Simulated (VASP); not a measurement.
Input of a VASP 6.6.1 run:

INCAR

```
ALGO = Normal
EDIFF = 1E-6
ENCUT = 520
GGA = PE
ISIF = 2
ISMEAR = -1
LASPH = True
LCHARG = False
LREAL = False
LWAVE = False
NBANDS = 26
NELM = 60
PREC = Accurate
SIGMA = 0.05
```

Contents of KPOINTS:

```
k-points
0
Gamma
  10 10 3
```

POSCAR

```
SiC
1.0
    3.0960635787      0.0000000000      0.0000000000
   -1.5480317893      2.6812697109      0.0000000000
    0.0000000000      0.0000000000     10.1373414467
Si C
4 4
Direct
    0.0000000000      0.0000000000      0.1878943800
    0.0000000000      0.0000000000      0.6878943800
    0.3333333333      0.6666666667      0.4378419800
    0.6666666667      0.3333333333      0.9378419800
    0.0000000000      0.0000000000      0.0004600500
    0.0000000000      0.0000000000      0.5004600500
    0.3333333333      0.6666666667      0.2498025900
    0.6666666667      0.3333333333      0.7498025900
```

Potentials or basis: VASP PAW PBE potentials, release 64 (Si, C).

Run with:

```sh
$ cat potpaw_PBE.64/Si/POTCAR potpaw_PBE.64/C/POTCAR > POTCAR
$ mpirun -np 1 vasp_std > vasp.out
```

(1) Estimate the pressure.

(2) What does it give for the band gap on the k mesh?

Results:

(1) -0.5 GPa.

(2) 2.22 eV, indirect (least direct gap 3.34 eV).
